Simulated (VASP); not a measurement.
# Cu in VASP: settings compared, part 2 of 2

VASP 6.6.1. The steps go on from the part before.

**4. Single point, PBE0**

This run uses another cell than the first one, of 12.05 Å³/atom.

POSCAR reads:

```
Cu
1.0
    0.0000000000      1.8194705475      1.8194705475
    1.8194705475      0.0000000000      1.8194705475
    1.8194705475      1.8194705475      0.0000000000
Cu
1
Direct
    0.0000000000      0.0000000000      0.0000000000
```

INCAR.step1 reads:

```
SYSTEM = Cu
PREC     = Accurate       ! precision mode
ENCUT    = 520            ! plane-wave cutoff, eV
EDIFF    = 1E-5           ! SCF threshold, eV
ISMEAR   = -1             ! smearing method
SIGMA    = 0.05           ! smearing width, eV
LREAL    = .False.        ! projectors in reciprocal space
LASPH    = .True.         ! aspherical terms in the spheres
NELM     = 120            ! most SCF steps
ALGO     = Normal         ! electronic algorithm
ISIF     = 2              ! what is computed and relaxed
LWAVE    = .True.         ! write WAVECAR
LCHARG   = .False.        ! write CHGCAR
GGA      = PE             ! functional
NBANDS   = 12             ! bands
GGA_COMPAT= .False.
```

INCAR.step2 reads:

```
SYSTEM = Cu
PREC     = Accurate       ! precision mode
ENCUT    = 520            ! plane-wave cutoff, eV
EDIFF    = 1E-6           ! SCF threshold, eV
ISMEAR   = -1             ! smearing method
SIGMA    = 0.05           ! smearing width, eV
LREAL    = .False.        ! projectors in reciprocal space
LASPH    = .True.         ! aspherical terms in the spheres
NELM     = 120            ! most SCF steps
ALGO     = Normal         ! electronic algorithm
ISIF     = 2              ! what is computed and relaxed
LWAVE    = .False.        ! write WAVECAR
LCHARG   = .False.        ! write CHGCAR
GGA      = PE             ! functional
LHFCALC  = .True.         ! exact exchange
AEXX     = 0.25           ! exact-exchange fraction
PRECFOCK = Normal       
ISTART   = 1            
NBANDS   = 12             ! bands
GGA_COMPAT= .False.
```

KPOINTS reads:

```
regular mesh
0
Gamma
  8 8 8
  0 0 0
```

Potentials or basis: VASP PAW PBE potentials, release 64 (Cu).

Launch:

```console
cat potpaw_PBE.64/Cu/POTCAR > POTCAR
cp INCAR.step1 INCAR
mpirun -np 1 vasp_std > vasp.out
cp INCAR.step2 INCAR
mpirun -np 1 vasp_std > vasp.out
```

OUTCAR:

```text
SYSTEM = Cu
   PREC = Accurate
   ENCUT = 520
   EDIFF = 1E-6
   ISMEAR = -1
   LREAL = .False.
   LASPH = .True.
   NELM = 120
   ISIF = 2
   GGA = PE
   LHFCALC = .True.
   AEXX = 0.25
   PRECFOCK = Normal
   ISTART = 1

 ion  position               nearest neighbor table
   1  0.000  0.000  0.000-

  LATTYP: Found a face centered cubic cell.
 ALAT       =     3.6389410950

  Lattice vectors:

 A1 = (   0.0000000000,   1.8194705475,   1.8194705475)
 A2 = (   1.8194705475,   0.0000000000,   1.8194705475)
 A3 = (   1.8194705475,   1.8194705475,   0.0000000000)

Analysis of symmetry for initial positions (statically):
=====================================================================
 Subroutine PRICEL returns:
 Original cell was already a primitive cell.

 Routine SETGRP: Setting up the symmetry group for a
 face centered cubic supercell.

 Subroutine GETGRP returns: Found 48 space group operations
 (whereof 48 operations were pure point group operations)
 out of a pool of 48 trial point group operations.

The static configuration has the point symmetry O_h .

Analysis of symmetry for dynamics (positions and initial velocities):
=====================================================================
 Subroutine PRICEL returns:
 Original cell was already a primitive cell.

 Routine SETGRP: Setting up the symmetry group for a
 face centered cubic supercell.

 Subroutine GETGRP returns: Found 48 space group operations
 (whereof 48 operations were pure point group operations)
 out of a pool of 48 trial point group operations.

The dynamic configuration has the point symmetry O_h .

 Subroutine INISYM returns: Found 48 space group operations
 (whereof 48 operations are pure point group operations),
 and found     1 'primitive' translations

----------------------------------------------------------------------------------------

                                     Primitive cell

  volume of cell :      12.0466

  direct lattice vectors                    reciprocal lattice vectors
     0.000000000  1.819470547  1.819470547    -0.274805218  0.274805218  0.274805218
     1.819470547  0.000000000  1.819470547     0.274805218 -0.274805218  0.274805218
     1.819470547  1.819470547  0.000000000     0.274805218  0.274805218 -0.274805218

  length of vectors
     2.573119925  2.573119925  2.573119925     0.475976599  0.475976599  0.475976599

  position of ions in fractional coordinates (direct lattice)
     0.000000000  0.000000000  0.000000000

  ion indices of the primitive-cell ions
   primitive index   ion index
                 1           1

----------------------------------------------------------------------------------------

 KPOINTS: regular mesh

Automatic generation of k-mesh.
 Grid dimensions read from file:
 generate k-points for:    8    8    8

 Generating k-lattice:

  Cartesian coordinates                     Fractional coordinates (reciprocal lattice)
    -0.034350652  0.034350652  0.034350652     0.125000000  0.000000000  0.000000000
     0.034350652 -0.034350652  0.034350652     0.000000000  0.125000000  0.000000000
[... 44 lines left out ...]
   dimension x,y,z NGXF=    40 NGYF=   40 NGZF=   40
   ions per type =               1
   NGX,Y,Z   is equivalent  to a cutoff of  12.92, 12.92, 12.92 a.u.
   NGXF,Y,Z  is equivalent  to a cutoff of  25.84, 25.84, 25.84 a.u.
 SYSTEM =  Cu
   PREC   = accura    normal or accurate (medium, high low for compatibility)
   ISTART =      1    job   : 0-new  1-cont  2-samecut
   ICHARG =      0    charge: 1-file 2-atom 10-const
   ISPIN  =      1    spin polarized calculation?
   LNONCOLLINEAR =      F non collinear calculations
   LSORBIT =      F    spin-orbit coupling
   LASPH  =      T    aspherical Exc in radial PAW
   ENCUT  =  520.0 eV  38.22 Ry    6.18 a.u.   4.78  4.78  4.78*2*pi/ulx,y,z
   NELM   =    120;   NELMIN=  2; NELMDL=  0     # of ELM steps
   EDIFF  = 0.1E-05   stopping-criterion for ELM
   LREAL  =      F    real-space projection
   EDIFFG = 0.1E-04   stopping-criterion for IOM
   NSW    =      0    number of steps for IOM
   IBRION =     -1    ionic relax: 0-MD 1-quasi-New 2-CG
   NFREE  =      0    steps in history (QN), initial steepest desc. (CG)
   ISIF   =      2    stress and relaxation
   ISYM   =      3    0-nonsym 1-usesym 2-fastsym
   POTIM  = 0.5000    time-step for ionic-motion
   TEBEG  =    0.0;   TEEND  =   0.0 temperature during run
   PSTRESS=    0.0 pullay stress
   NELECT =      11.0000    total number of electrons
   NUPDOWN=      -1.0000    fix difference up-down
   EMIN   =  10.00;   EMAX   =-10.00  energy-range for DOS
   EFERMI =   0.00;   METHOD = LEGACY
   ISMEAR =    -1;   SIGMA  =   0.05  broadening in eV -4-tet -1-fermi 0-gaus
   EFERMI_NEDOS =   21; number of points for ismear=-14 and -15
   IALGO  =     38    algorithm
   IMIX   =      1    mixing-type and parameters
     AMIX     =   0.40;   BMIX     =  1.00
     AMIX_MAG =   1.60;   BMIX_MAG =  1.00
  volume/ion in A,a.u.               =      12.05        81.29
  Fermi-wavevector in a.u.,A,eV,Ry     =   1.588245  3.001347 34.320977  2.522521
  Thomas-Fermi vector in A             =   2.687278
   LORBIT       =      0    0 simple, 1 ext, 2 COOP (PROOUT), +10 PAW based schemes
   GGA     = PE    functional components
   LHFCALC =     T    Hartree Fock is set to
   PRECFOCK=normal    Normal, Fast or Accurate (Low or Medium for compatibility)
   ENCUT4O =  -1.0   cutoff for four orbital integrals eV
   NKREDX  =     1    reduce k-point grid by
   NKREDY  =     1    reduce k-point grid by
   NKREDZ  =     1    reduce k-point grid by
   AEXX    =    0.2500 exact exchange contribution
   HFSCREEN=    0.0000 screening length (either q_TF or 0.3 A-1)
   HFSCREENC=   0.0000 screening length for correlation (either q_TF or 0.3 A-1)
   ENCUTFOCK=  -1.0 apply spherical cutoff to Coloumb kernel
   IVDW    =     0    specifies the selected vdW correction
   LEPSILON=     F    determine dielectric tensor
   LRPA    =     F    only Hartree local field effects (RPA)
 non-spin polarized calculation
  energy-cutoff  :      520.00
  volume of cell :       12.05
 maximum number of plane-waves:       332
  NGX = 16; NGY = 16; NGZ = 16

 number of electron      10.9999995 magnetization

 Free energy of the ion-electron system (eV)
  ---------------------------------------------------
  ext. energy  EPLUGINS =         0.00000000
  ---------------------------------------------------
  free energy    TOTEN  =        -3.82513873 eV

  energy without entropy =       -3.82124154  energy(sigma->0) =       -3.82319013

 E-fermi :   6.5308     XC(G=0):  -9.8232

 val. band max:        6.4424322139   @ k =   0.5000   0.2500   0.1250
 cond. band min:       7.3923876388   @ k =   0.5000   0.1250   0.0000
 fundamental gap:      0.9499554249
 Fermi energy:         6.5308276101

 k-point     1 :       0.0000    0.0000    0.0000
  band No.  band energies     occupation
      1      -3.5181      2.00000
      2       2.3098      2.00000
      3       2.3098      2.00000
      4       2.3098      2.00000
      5       3.1081      2.00000
      6       3.1081      2.00000
      7      31.1065      0.00000
      8      33.9844      0.00000
      9      33.9844      0.00000
     10      33.9844      0.00000
     11      36.6055      0.00000
     12      36.6055      0.00000
[... 331 lines left out ...]
 k-point    24 :      -0.3750    0.2500    0.1250
  band No.  band energies     occupation
      1       1.1355      2.00000
      2       1.7204      2.00000
      3       2.4000      2.00000
      4       2.7681      2.00000
      5       3.7850      2.00000
      6       9.7813      0.00000
      7      12.4170      0.00000
      8      22.7266      0.00000
      9      23.2921      0.00000
     10      32.2848      0.00000
     11      36.0851      0.00000
     12      43.4639      0.00000

 [... further k-points ...]

------------------------ aborting loop because EDIFF is reached ----------------------------------------

  FORCE on cell =-STRESS in cart. coord.  units (eV):
  Direction    XX          YY          ZZ          XY          YZ          ZX
  --------------------------------------------------------------------------------------
  -------------------------------------------------------------------------------------
  Total       -0.0206213     -0.0206213     -0.0206213     -0.0000000     -0.0000000      0.0000000
  in kB       -2.7425939     -2.7425939     -2.7425939     -0.0000000     -0.0000000      0.0000000
  external PRESSURE =      -2.7425939 kB  Pullay stress =       0.0000000 kB

 VOLUME and BASIS-vectors are now :
 -----------------------------------------------------------------------------
  energy-cutoff  :      520.00
  volume of cell :       12.05
      direct lattice vectors                 reciprocal lattice vectors
     0.000000000  1.819470547  1.819470547    -0.274805218  0.274805218  0.274805218
     1.819470547  0.000000000  1.819470547     0.274805218 -0.274805218  0.274805218
     1.819470547  1.819470547  0.000000000     0.274805218  0.274805218 -0.274805218

 POSITION                                       TOTAL-FORCE (eV/Angst)
 -----------------------------------------------------------------------------------
      0.00000      0.00000      0.00000         0.000000      0.000000      0.000000
 -----------------------------------------------------------------------------------
    total drift:                                0.000000      0.000000      0.000000

  FREE ENERGIE OF THE ION-ELECTRON SYSTEM (eV)
  ---------------------------------------------------
  free  energy   TOTEN  =        -3.8251387309 eV

  energy  without entropy=       -3.8212415382  energy(sigma->0) =       -3.82319013
```

It took 14 min on 1 thread of Intel Xeon 6975P-C (Granite Rapids), shared host; peak memory 0.13 GiB.

What came out:

- Free energy: -3.8251 eV
- Pressure: -0.3 GPa
- Band gap on the k mesh: zero (an odd number of electrons rules out a gap without spin polarisation)

Caveat: the k points lie up to 0.37 Å⁻¹ apart, too coarse for converged energies and pressures of a metal; the PAW data sets were made with another functional, which shifts forces and pressure a little.

**5. Single point, PBE0**

This run uses another cell than the first one, of 12.52 Å³/atom.

POSCAR reads:

```
Cu
1.0
    0.0000000000      1.8429501765      1.8429501765
    1.8429501765      0.0000000000      1.8429501765
    1.8429501765      1.8429501765      0.0000000000
Cu
1
Direct
    0.0000000000      0.0000000000      0.0000000000
```

INCAR.step1 reads:

```
ALGO = Normal ; EDIFF = 1E-5
ENCUT = 520 ; GGA = PE
GGA_COMPAT = F ; ISIF = 2
ISMEAR = -1 ; LASPH = T
LCHARG = F ; LREAL = F
LWAVE = T ; NBANDS = 12
NELM = 120 ; PREC = Accurate
SIGMA = 0.05
```

INCAR.step2 reads:

```
AEXX = 0.25 ; ALGO = Normal
EDIFF = 1E-6 ; ENCUT = 520
GGA = PE ; GGA_COMPAT = F
ISIF = 2 ; ISMEAR = -1
ISTART = 1 ; LASPH = T
LCHARG = F ; LHFCALC = T
LREAL = F ; LWAVE = F
NBANDS = 12 ; NELM = 120
PREC = Accurate ; PRECFOCK = Normal
SIGMA = 0.05
```

KPOINTS reads:

```
k-points
0
Gamma
  8 8 8
```

Launch:

```console
cat potpaw_PBE.64/Cu/POTCAR > POTCAR
cp INCAR.step1 INCAR
mpirun -np 1 vasp_std > vasp.out
cp INCAR.step2 INCAR
mpirun -np 1 vasp_std > vasp.out
```

Run time: 36 min. Hardware: 1 thread of AMD EPYC 7R43 (Zen 3), shared host; peak memory 0.11 GiB.

It converged, with:

| Item | Value |
| --- | --- |
| Free energy | -3.8193 eV |
| Pressure | -4.7 GPa |
| Band gap on the k mesh | zero (an odd number of electrons rules out a gap without spin polarisation) |

Levels at points of the mesh, in eV from the Fermi level:
| k point | band 2 | band 3 | band 4 | band 5 | band 6 | band 7 | band 8 | band 9 | band 10 | band 11 |
| --- | --- | --- | --- | --- | --- | --- | --- | --- | --- | --- |
| (0.00, 0.00, 0.00) | -4.09 | -4.09 | -4.09 | -3.34 | -3.34 | 24.25 | 26.84 | 26.84 | 26.84 | 29.42 |
| (0.50, 0.00, 0.00) | -4.15 | -4.15 | -2.64 | -2.64 | -0.50 | 5.10 | 22.68 | 23.78 | 23.78 | 26.75 |
| (0.50, 0.50, 0.00) | -5.45 | -2.76 | -2.45 | -2.45 | 2.93 | 8.65 | 14.84 | 14.84 | 19.35 | 21.86 |

Caveat: the k points lie up to 0.37 Å⁻¹ apart, too coarse for converged energies and pressures of a metal; the PAW data sets were made with another functional, which shifts forces and pressure a little.

**6. The runs side by side**

```tsv
level	cell	k mesh	cutoff (eV)	smearing	dipole correction	tolerance level	purpose	grid for exact exchange (PRECFOCK)	share of exact exchange	gap on the mesh (eV)	pressure (GPa)
r2SCAN	a = 2.529 Å, angles 60.0°, 1 atom	13 × 13 × 13	660	fermi-dirac 0.05 eV	no	-	-	-	-	none	0.4
rSCAN	a = 2.569, b = 2.569, c = 2.556 Å, angles 60.2, 60.2, 59.7°, 1 atom	21 × 21 × 21	620	fermi-dirac 0.02 eV	-	standard	stress	-	-	none	-5.9
PBE0	a = 2.573 Å, angles 60.0°, 1 atom	8 × 8 × 8	520	fermi-dirac 0.05 eV	no	-	-	Normal	0.25	none	-0.3
PBE0	a = 2.606 Å, angles 60.0°, 1 atom	8 × 8 × 8	520	fermi-dirac 0.05 eV	no	-	-	Normal	0.25	none	-4.7
```

Alike in all rows: task single point; potentials or basis VASP PAW PBE potentials, release 64 (Cu); no spin polarisation.

Caveats: some runs use coarse meshes; the PAW data sets were made with another functional, which shifts forces and pressure a little; the cell stands under tension (at least some runs).

Total energies depend on the potentials used, so only differences within one code and one set of settings carry meaning.
